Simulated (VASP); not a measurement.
Set up this calculation in VASP 6.6.1, as the native input.

| Item | Value |
| --- | --- |
| Task | single point |
| Functional | PBE |
| Potentials or basis | VASP PAW PBE potentials, release 64 (Os) |
| Cutoff | 520 eV |
| k mesh | 6 × 6 × 6 |
| Occupations | gaussian, width 0.1 eV |
| Spin | no spin polarisation |
| Dipole correction | no |
| Further INCAR settings | ALGO = Normal; EDIFF = 1e-06; NBANDS = 15 |

The structure of Os lies in POSCAR:

```
Os
1.0
    1.3576313876      0.7838288471      4.7934557149
   -1.3576313876      0.7838288471      4.7934557149
    0.0000000000     -1.5676576942      4.7934557149
Os
2
Direct
    0.0930947057      0.0930947057      0.0930947057
    0.9069052943      0.9069052943      0.9069052943
```

One way to write it, as run:

INCAR

```
SYSTEM = Os
PREC = Accurate
ENCUT = 520
EDIFF = 1E-6
ISMEAR = 0
SIGMA = 0.1
LREAL = .False.
LASPH = .True.
NELM = 60
ALGO = Normal
ISIF = 2
LWAVE = .False.
LCHARG = .True.
GGA = PE
LELF = .True.
LVHAR = .True.
NBANDS = 15
```

KPOINTS

```
Automatic mesh
0
Gamma
  6 6 6
  0 0 0
```

Potentials or basis: VASP PAW PBE potentials, release 64 (Os).

Command:

```console
$ cat potpaw_PBE.64/Os/POTCAR > POTCAR
$ mpirun -np 1 vasp_std > vasp.out
```

It gave:

```
Pressure               : -0.4 GPa
Largest force          : 0.004 eV/Å
Band gap on the k mesh : zero (bands 8 and 9 overlap by 2.73 eV)
```

Caveat: the k points lie up to 0.45 Å⁻¹ apart, too coarse for converged energies and pressures of a metal; spin-orbit coupling is left out, which moves the levels of the heavy elements.

It took 25 s on 1 thread of AMD EPYC 9R45 96-Core Processor (Zen 5), with other jobs on the host, peak memory 0.21 GiB.
